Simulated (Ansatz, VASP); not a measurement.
Si: VASP beside Ansatz

Contents of INCAR:

```
SYSTEM = Si
  ALGO = Fast
  EDIFF = 1E-6
  ENCUT = 520
  GGA = CA
  ISIF = 2
  ISMEAR = 0
  LASPH = .TRUE.
  LCHARG = .FALSE.
  LREAL = .FALSE.
  LWAVE = .FALSE.
  NBANDS = 26
  NELM = 100
  PREC = Accurate
  SIGMA = 0.03
```

The input KPOINTS:

```
k-points
0
G
  10 10 6
  0 0 0
```

File POSCAR:

```
Si
1.0
    6.6528550711     -1.9656566583      0.0019555789
    6.6528550711      1.9656566583      0.0019555789
   -0.7169034766      0.0000000000      6.2471364583
Si
8
Direct
    0.0552606043      0.0552606043      0.8732930182
    0.9447393957      0.9447393957      0.1267069818
    0.5589873877      0.5589873877      0.6532364403
    0.4410126123      0.4410126123      0.3467635597
    0.2124950295      0.2124950295      0.0571328851
    0.7875049705      0.7875049705      0.9428671149
    0.7270489246      0.7270489246      0.5856835384
    0.2729510754      0.2729510754      0.4143164616
```

Input for Ansatz:

```yaml
crystal:
  lattice:
    - [6.6528550711, -1.9656566583, 0.0019555789]
    - [6.6528550711, 1.9656566583, 0.0019555789]
    - [-0.7169034766, 0.0, 6.2471364583]
  atoms:
    - { symbol: Si, position: [0.0552606043, 0.0552606043, 0.8732930182] }
    - { symbol: Si, position: [0.9447393957, 0.9447393957, 0.1267069818] }
    - { symbol: Si, position: [0.5589873877, 0.5589873877, 0.6532364403] }
    - { symbol: Si, position: [0.4410126123, 0.4410126123, 0.3467635597] }
    - { symbol: Si, position: [0.2124950295, 0.2124950295, 0.0571328851] }
    - { symbol: Si, position: [0.7875049705, 0.7875049705, 0.9428671149] }
    - { symbol: Si, position: [0.7270489246, 0.7270489246, 0.5856835384] }
    - { symbol: Si, position: [0.2729510754, 0.2729510754, 0.4143164616] }
basis:
  ecutwfc: 420
kpoints:
  mp_grid: { grid: [10, 10, 6] }
hamiltonian:
  xc: lda
scf:
  occupations: { method: gaussian, width: 0.03 }
output:
  forces: true
  stress: true
  eigenvalues: true
```

Change from the starting cell: strain -0.0300 x Voigt [1, -1, 0, 0, 0, 0], atoms carried along.

Alike in both runs: task single point; functional LDA; k mesh 10 × 10 × 6; occupations gaussian, width 0.03 eV; no spin polarisation.

```csv
,VASP,Ansatz
version,VASP 6.6.1,Ansatz 0.2.0
potentials or method,"VASP PAW LDA potentials, release 64 (Si), cutoff 520 eV","scalar-relativistic, plane waves, PAW"
valence electrons in the cell,32,32
```

|  | VASP | Ansatz | Ansatz less VASP |
| --- | --- | --- | --- |
| gap on the k mesh at the Fermi level (eV) | none | none | - |
| pressure (GPa) | 0.3 | 0.2 | -0.04 |
| traceless stress, the component that is largest in VASP (GPa) | 5.37 | 5.35 | -0.018 |
| rms of the force components (eV/Å) | 0.332 | 0.331 | -0.0011 |

LDA's correlation is that of Perdew and Zunger in VASP and of Perdew and Wang (1992) in Ansatz. Atom by atom the forces differ by 0.002 eV/Å (rms over components). A gap of «none» marks a metal or a gap that the smearing closes.
